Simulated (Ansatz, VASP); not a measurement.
One calculation of LiF, two programs

Contents of INCAR:

```
SYSTEM = LiF
PREC = Accurate
ENCUT = 520
EDIFF = 1E-6
ISMEAR = 0
SIGMA = 0.05
LREAL = .False.
LASPH = .True.
NELM = 60
ALGO = Normal
ISIF = 2
LWAVE = .False.
LCHARG = .False.
GGA = CA
NBANDS = 18
```

The input KPOINTS:

```
Automatic mesh
0
Gamma
  9 9 6
  0 0 0
```

POSCAR

```
LiF
1.0
    2.8472985493      0.0000000000      0.0000000000
   -1.4236492746      2.4658328759      0.0000000000
    0.0000000000      0.0000000000      4.9389240636
Li F
2 2
Direct
    0.3333333333      0.6666666667      0.3839784076
    0.6666666667      0.3333333333      0.8839784076
    0.3333333333      0.6666666667      0.9910195924
    0.6666666667      0.3333333333      0.4910195924
```

Input for Ansatz:

```yaml
crystal:
  lattice:
    - [2.8472985493, 0.0, 0.0]
    - [-1.4236492746, 2.4658328759, 0.0]
    - [0.0, 0.0, 4.9389240636]
  atoms:
    - { symbol: Li, position: [0.3333333333, 0.6666666667, 0.3839784076] }
    - { symbol: Li, position: [0.6666666667, 0.3333333333, 0.8839784076] }
    - { symbol: F, position: [0.3333333333, 0.6666666667, 0.9910195924] }
    - { symbol: F, position: [0.6666666667, 0.3333333333, 0.4910195924] }
basis:
  ecutwfc: 520.0
kpoints:
  mp_grid: { grid: [9, 9, 6] }
hamiltonian:
  xc: lda
scf:
  occupations: { method: gaussian, width: 0.05 }
output:
  forces: true
  stress: true
  eigenvalues: true
```

Alike in both runs: task single point; functional LDA; k mesh 9 × 9 × 6; occupations gaussian, width 0.05 eV; no spin polarisation.

|  | VASP | Ansatz |
| --- | --- | --- |
| version | VASP 6.6.1 | Ansatz 0.2.0 |
| potentials or method | VASP PAW LDA potentials, release 64 (Li_sv, F), cutoff 520 eV | scalar-relativistic, plane waves, PAW |
| valence electrons in the cell | 20 | 20 |

```tsv
	VASP	Ansatz	Ansatz less VASP
gap on the k mesh at the Fermi level (eV)	8.32	8.34	+0.016
least direct gap on the mesh (eV)	8.32	8.34	+0.016
rms of the force components (eV/Å)	0.312	0.307	-0.0045
```

LDA's correlation is that of Perdew and Zunger in VASP and of Perdew and Wang (1992) in Ansatz. Atom by atom the forces differ by 0.004 eV/Å (rms over components).

Noted on VASP's run: the cutoff is short for stress, so the pressure is rough.
